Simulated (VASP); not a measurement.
# NaI in VASP: a series of runs

The runs below take NaI through single point, with r2SCAN.

Program: VASP 6.6.1. These are calculated values, not measurements. Logs are shortened: lines on timing, memory, paths and dates and some standing lists are left out, and cuts for length are marked.

## Step 1: The cell of the first run

The structure is cubic, space group Fm-3m (No. 225). The conventional cell has a = 6.467 Å, b = 6.467 Å, c = 6.467 Å, α = 90.00°, β = 90.00°, γ = 90.00°. Na (site symmetry m-3m) has 6 I at 3.23 Å within 4.3 Å. I (site symmetry m-3m) has 6 Na at 3.23 Å within 4.3 Å.

## Step 2: Single point, r2SCAN

File POSCAR:

```
NaI
1.0
    3.2333524064      3.2333524064      0.0000000000
   -3.2333524064      3.2333524064      0.0000000000
    0.0000000000      3.2333524064      3.2333524064
Na I
1 1
Direct
    0.0000000000      0.0000000000      0.0000000000
    0.5000000000      0.5000000000      0.0000000000
```

File INCAR.step1:

```
SYSTEM = NaI
PREC = Accurate
ENCUT = 520
ISMEAR = 0
SIGMA = 0.01
LREAL = .FALSE.
LASPH = .TRUE.
NELM = 80
NBANDS = 14
GGA = PE
ALGO = Normal
EDIFF = 1E-4
LWAVE = .TRUE.
LCHARG = .FALSE.
```

File INCAR.step2:

```
SYSTEM = NaI
PREC = Accurate
ENCUT = 520
EDIFF = 1E-7
ISMEAR = 0
SIGMA = 0.01
LREAL = .FALSE.
LASPH = .TRUE.
NELM = 80
ALGO = Normal
ISIF = 2
LWAVE = .FALSE.
LCHARG = .FALSE.
METAGGA = R2SCAN
LMIXTAU = .TRUE.
NBANDS = 14
ISTART = 1
```

File KPOINTS:

```
regular mesh
0
G
  6 6 6
  0 0 0
```

Potentials or basis: VASP PAW PBE potentials, release 64 (Na_pv, I).

Run with:

```bash
cat potpaw_PBE.64/Na_pv/POTCAR potpaw_PBE.64/I/POTCAR > POTCAR
cp INCAR.step1 INCAR
mpirun -np 1 vasp_std > vasp.out
cp INCAR.step2 INCAR
mpirun -np 1 vasp_std > vasp.out
```

OUTCAR:

```text
SYSTEM = NaI
   PREC = Accurate
   ENCUT = 520
   EDIFF = 1E-7
   ISMEAR = 0
   LREAL = .FALSE.
   LASPH = .TRUE.
   NELM = 80
   ISIF = 2
   METAGGA = R2SCAN
   ISTART = 1

 ion  position               nearest neighbor table
   1  0.000  0.000  0.000-
   2  0.500  0.500  0.000-

  LATTYP: Found a face centered cubic cell.
 ALAT       =     6.4667048128

  Lattice vectors:

 A1 = (   0.0000000000,   3.2333524064,   3.2333524064)
 A2 = (   3.2333524064,   0.0000000000,   3.2333524064)
 A3 = (   3.2333524064,   3.2333524064,   0.0000000000)

Analysis of symmetry for initial positions (statically):
=====================================================================
 Subroutine PRICEL returns:
 Original cell was already a primitive cell.

 Routine SETGRP: Setting up the symmetry group for a
 face centered cubic supercell.

 Subroutine GETGRP returns: Found 48 space group operations
 (whereof 48 operations were pure point group operations)
 out of a pool of 48 trial point group operations.

The static configuration has the point symmetry O_h .

Analysis of symmetry for dynamics (positions and initial velocities):
=====================================================================
 Subroutine PRICEL returns:
 Original cell was already a primitive cell.

 Routine SETGRP: Setting up the symmetry group for a
 face centered cubic supercell.

 Subroutine GETGRP returns: Found 48 space group operations
 (whereof 48 operations were pure point group operations)
 out of a pool of 48 trial point group operations.

The dynamic configuration has the point symmetry O_h .

 Subroutine INISYM returns: Found 48 space group operations
 (whereof 48 operations are pure point group operations),
 and found     1 'primitive' translations

----------------------------------------------------------------------------------------

                                     Primitive cell

  volume of cell :      67.6066

  direct lattice vectors                    reciprocal lattice vectors
     3.233352406  3.233352406  0.000000000     0.154638263  0.154638263 -0.154638263
    -3.233352406  3.233352406  0.000000000    -0.154638263  0.154638263 -0.154638263
     0.000000000  3.233352406  3.233352406     0.000000000  0.000000000  0.309276526

  length of vectors
     4.572650825  4.572650825  4.572650825     0.267841328  0.267841328  0.309276526

  position of ions in fractional coordinates (direct lattice)
     0.000000000  0.000000000  0.000000000
     0.500000000  0.500000000  0.000000000

  ion indices of the primitive-cell ions
   primitive index   ion index
                 1           1
                 2           2

----------------------------------------------------------------------------------------

 KPOINTS: regular mesh

Automatic generation of k-mesh.
 Grid dimensions read from file:
 generate k-points for:    6    6    6

 Generating k-lattice:

  Cartesian coordinates                     Fractional coordinates (reciprocal lattice)
     0.025773044  0.025773044 -0.025773044     0.166666667  0.000000000  0.000000000
    -0.025773044  0.025773044 -0.025773044     0.000000000  0.166666667  0.000000000
     0.000000000  0.000000000  0.051546088     0.000000000  0.000000000  0.166666667

  Length of vectors
     0.044640221  0.044640221  0.051546088

  Shift w.r.t. Gamma in fractional coordinates (k-lattice)
     0.000000000  0.000000000  0.000000000

 Subroutine IBZKPT returns following result:
 ===========================================

 Found     16 irreducible k-points:

 Following reciprocal coordinates:
            Coordinates               Weight
  0.000000  0.000000  0.000000      1.000000
  0.166667  0.000000  0.000000      8.000000
  0.333333  0.000000  0.000000      8.000000
  0.500000  0.000000  0.000000      4.000000
  0.166667  0.166667  0.000000     12.000000
  0.333333  0.166667  0.000000     24.000000
[... 8 lines left out ...]
  0.500000  0.333333  0.166667     24.000000
  0.500000  0.500000  0.166667     12.000000
   k-points           NKPTS =     16   k-points in BZ     NKDIM =     16   number of bands    NBANDS=     14
   number of dos      NEDOS =    301   number of ions     NIONS =      2
   total plane-waves  NPLWV =  46656
   dimension x,y,z NGX =    36 NGY =   36 NGZ =   36
   dimension x,y,z NGXF=    72 NGYF=   72 NGZF=   72
   ions per type =               1   1
   NGX,Y,Z   is equivalent  to a cutoff of  13.09, 13.09, 13.09 a.u.
   NGXF,Y,Z  is equivalent  to a cutoff of  26.18, 26.18, 26.18 a.u.
 SYSTEM =  NaI
   PREC   = accura    normal or accurate (medium, high low for compatibility)
   ISTART =      1    job   : 0-new  1-cont  2-samecut
   ICHARG =      0    charge: 1-file 2-atom 10-const
   ISPIN  =      1    spin polarized calculation?
   LNONCOLLINEAR =      F non collinear calculations
   LSORBIT =      F    spin-orbit coupling
   LASPH  =      T    aspherical Exc in radial PAW
   ENCUT  =  520.0 eV  38.22 Ry    6.18 a.u.   8.50  8.50  8.50*2*pi/ulx,y,z
   NELM   =     80;   NELMIN=  2; NELMDL=  0     # of ELM steps
   EDIFF  = 0.1E-06   stopping-criterion for ELM
   LREAL  =      F    real-space projection
   EDIFFG = 0.1E-05   stopping-criterion for IOM
   NSW    =      0    number of steps for IOM
   IBRION =     -1    ionic relax: 0-MD 1-quasi-New 2-CG
   NFREE  =      0    steps in history (QN), initial steepest desc. (CG)
   ISIF   =      2    stress and relaxation
   ISYM   =      2    0-nonsym 1-usesym 2-fastsym
   POTIM  = 0.5000    time-step for ionic-motion
   TEBEG  =    0.0;   TEEND  =   0.0 temperature during run
   PSTRESS=    0.0 pullay stress
   NELECT =      14.0000    total number of electrons
   NUPDOWN=      -1.0000    fix difference up-down
   EMIN   =  10.00;   EMAX   =-10.00  energy-range for DOS
   EFERMI =   0.00;   METHOD = LEGACY
   ISMEAR =     0;   SIGMA  =   0.01  broadening in eV -4-tet -1-fermi 0-gaus
   EFERMI_NEDOS =   21; number of points for ismear=-14 and -15
   IALGO  =     38    algorithm
   IMIX   =      4    mixing-type and parameters
     AMIX     =   0.40;   BMIX     =  1.00
     AMIX_MAG =   1.60;   BMIX_MAG =  1.00
  volume/ion in A,a.u.               =      33.80       228.12
  Fermi-wavevector in a.u.,A,eV,Ry     =   0.968548  1.830290 12.763424  0.938085
  Thomas-Fermi vector in A             =   2.098527
   LORBIT       =      0    0 simple, 1 ext, 2 COOP (PROOUT), +10 PAW based schemes
   METAGGA = R2SCAN    functional components
   LHFCALC =     F    Hartree Fock is set to
   AEXX    =    0.0000 exact exchange contribution
   IVDW    =     0    specifies the selected vdW correction
   LEPSILON=     F    determine dielectric tensor
   LRPA    =     F    only Hartree local field effects (RPA)
 non-spin polarized calculation
 Gauss-broadening in eV      SIGMA  =   0.01
  energy-cutoff  :      520.00
  volume of cell :       67.61
 maximum number of plane-waves:      1853
 NGX is ok and might be reduce to    36
   NGX = 17   NGY = 17   NGZ = 17

 number of electron      13.9999994 magnetization

 Free energy of the ion-electron system (eV)
  ---------------------------------------------------
  ext. energy  EPLUGINS =         0.00000000
  ---------------------------------------------------
  free energy    TOTEN  =       -31.08560463 eV

  energy without entropy =      -31.08560463  energy(sigma->0) =      -31.08560463

 E-fermi :   0.5982     XC(G=0):  -8.0807

 val. band max:        0.4998113309   @ k =   0.0000   0.0000   0.0000
 cond. band min:       4.9472699165   @ k =   0.0000   0.0000   0.0000
 fundamental gap:      4.4474585856
 Fermi energy:         0.5982076312

 k-point     1 :       0.0000    0.0000    0.0000
  band No.  band energies     occupation
      1     -22.7483      2.00000
      2     -22.7482      2.00000
      3     -22.7480      2.00000
      4     -10.8532      2.00000
      5       0.4998      2.00000
      6       0.4998      2.00000
      7       0.4998      2.00000
      8       4.9473      0.00000
      9       8.9744      0.00000
     10       8.9744      0.00000
     11       8.9744      0.00000
     12      10.8309      0.00000
     13      10.8309      0.00000
     14      11.6185      0.00000

 k-point     2 :       0.1667    0.0000    0.0000
  band No.  band energies     occupation
      1     -22.7494      2.00000
      2     -22.7484      2.00000
      3     -22.7482      2.00000
      4     -10.7742      2.00000
      5      -0.2126      2.00000
      6       0.4201      2.00000
      7       0.4201      2.00000
      8       5.7290      0.00000
      9       8.5183      0.00000
     10       9.1937      0.00000
     11       9.1938      0.00000
     12      10.3811      0.00000
     13      10.3811      0.00000
     14      12.2248      0.00000

 k-point     3 :       0.3333    0.0000    0.0000
  band No.  band energies     occupation
      1     -22.7520      2.00000
      2     -22.7485      2.00000
      3     -22.7483      2.00000
      4     -10.6064      2.00000
      5      -1.2608      2.00000
      6       0.2709      2.00000
      7       0.2709      2.00000
      8       6.2554      0.00000
      9       8.8238      0.00000
     10       8.8239      0.00000
     11       9.3136      0.00000
     12      11.4511      0.00000
     13      11.4512      0.00000
     14      11.5196      0.00000

 k-point     4 :       0.5000    0.0000    0.0000
  band No.  band energies     occupation
      1     -22.7533      2.00000
      2     -22.7486      2.00000
      3     -22.7484      2.00000
      4     -10.5170      2.00000
      5      -1.6953      2.00000
      6       0.2008      2.00000
      7       0.2008      2.00000
      8       6.1936      0.00000
      9       8.5721      0.00000
     10       8.5723      0.00000
     11      10.2990      0.00000
     12      11.5657      0.00000
     13      13.4584      0.00000
     14      13.4584      0.00000

 k-point     5 :       0.1667    0.1667    0.0000
  band No.  band energies     occupation
      1     -22.7505      2.00000
      2     -22.7490      2.00000
      3     -22.7483      2.00000
      4     -10.6662      2.00000
      5      -0.7506      2.00000
      6       0.0168      2.00000
      7       0.3728      2.00000
      8       6.6364      0.00000
      9       8.1692      0.00000
     10       8.8052      0.00000
     11       9.4193      0.00000
[... 140 lines left out ...]
 k-point    14 :       0.3333    0.3333    0.1667
  band No.  band energies     occupation
      1     -22.7516      2.00000
      2     -22.7499      2.00000
      3     -22.7490      2.00000
      4     -10.5044      2.00000
      5      -1.1912      2.00000
      6      -0.4328      2.00000
      7      -0.0218      2.00000
      8       7.1825      0.00000
      9       7.7641      0.00000
     10       8.1666      0.00000
     11      10.2673      0.00000
     12      11.3333      0.00000
     13      13.5069      0.00000
     14      14.1955      0.00000

 k-point    15 :       0.5000    0.3333    0.1667
  band No.  band energies     occupation
      1     -22.7517      2.00000
      2     -22.7503      2.00000
      3     -22.7492      2.00000
      4     -10.4477      2.00000
      5      -1.2356      2.00000
      6      -0.6947      2.00000
      7      -0.1585      2.00000
      8       7.2501      0.00000
      9       7.7616      0.00000
     10       9.0111      0.00000
     11       9.7079      0.00000
     12      11.6995      0.00000
     13      13.2167      0.00000
     14      14.1720      0.00000

 k-point    16 :       0.5000    0.5000    0.1667
  band No.  band energies     occupation
      1     -22.7514      2.00000
      2     -22.7504      2.00000
      3     -22.7498      2.00000
      4     -10.4261      2.00000
      5      -1.2042      2.00000
      6      -0.6279      2.00000
      7      -0.3915      2.00000
      8       6.5975      0.00000
      9       7.5104      0.00000
     10       9.7387      0.00000
     11       9.8953      0.00000
     12      13.1067      0.00000
     13      13.8753      0.00000
     14      13.9172      0.00000

------------------------ aborting loop because EDIFF is reached ----------------------------------------

  FORCE on cell =-STRESS in cart. coord.  units (eV):
  Direction    XX          YY          ZZ          XY          YZ          ZX
  --------------------------------------------------------------------------------------
  -------------------------------------------------------------------------------------
  Total       -0.0570810     -0.0570810     -0.0570810      0.0000000     -0.0000000      0.0000000
  in kB       -1.3527364     -1.3527364     -1.3527364      0.0000000     -0.0000000      0.0000000
  external PRESSURE =      -1.3527364 kB  Pullay stress =       0.0000000 kB

 VOLUME and BASIS-vectors are now :
 -----------------------------------------------------------------------------
  energy-cutoff  :      520.00
  volume of cell :       67.61
      direct lattice vectors                 reciprocal lattice vectors
     3.233352406  3.233352406  0.000000000     0.154638263  0.154638263 -0.154638263
    -3.233352406  3.233352406  0.000000000    -0.154638263  0.154638263 -0.154638263
     0.000000000  3.233352406  3.233352406     0.000000000  0.000000000  0.309276526

 POSITION                                       TOTAL-FORCE (eV/Angst)
 -----------------------------------------------------------------------------------
      0.00000      0.00000      0.00000        -0.000000      0.000000      0.000000
      0.00000      3.23335      0.00000         0.000000     -0.000000      0.000000
 -----------------------------------------------------------------------------------
    total drift:                               -0.000000      0.000000     -0.000000

  FREE ENERGIE OF THE ION-ELECTRON SYSTEM (eV)
  ---------------------------------------------------
  free  energy   TOTEN  =       -31.0856046283 eV

  energy  without entropy=      -31.0856046283  energy(sigma->0) =      -31.08560463
```

It used 82 s of CPU time on 1 thread of AMD EPYC 7R13 Processor (Zen 3), with other jobs on the host.

What came out:

- Free energy: -31.0856 eV
- Pressure: -0.1 GPa
- Band gap on the k mesh: 4.45 eV, direct

Levels at points of the mesh, in eV from the valence-band top:
```
           k point  band 4  band 5  band 6  band 7  band 8  band 9  band 10  band 11
(0.00, 0.00, 0.00)  -11.35    0.00    0.00    0.00    4.45    8.47     8.47     8.47
(0.50, 0.00, 0.00)  -11.02   -2.20   -0.30   -0.30    5.69    8.07     8.07     9.80
(0.50, 0.50, 0.00)  -10.93   -1.94   -0.76   -0.76    5.23    6.02    10.75    12.18
```

Caveat: the PAW data sets were made with another functional, which shifts forces and pressure a little; spin-orbit coupling is left out, which moves the levels of the heavy elements.

(Continued in part 2 of 2.)
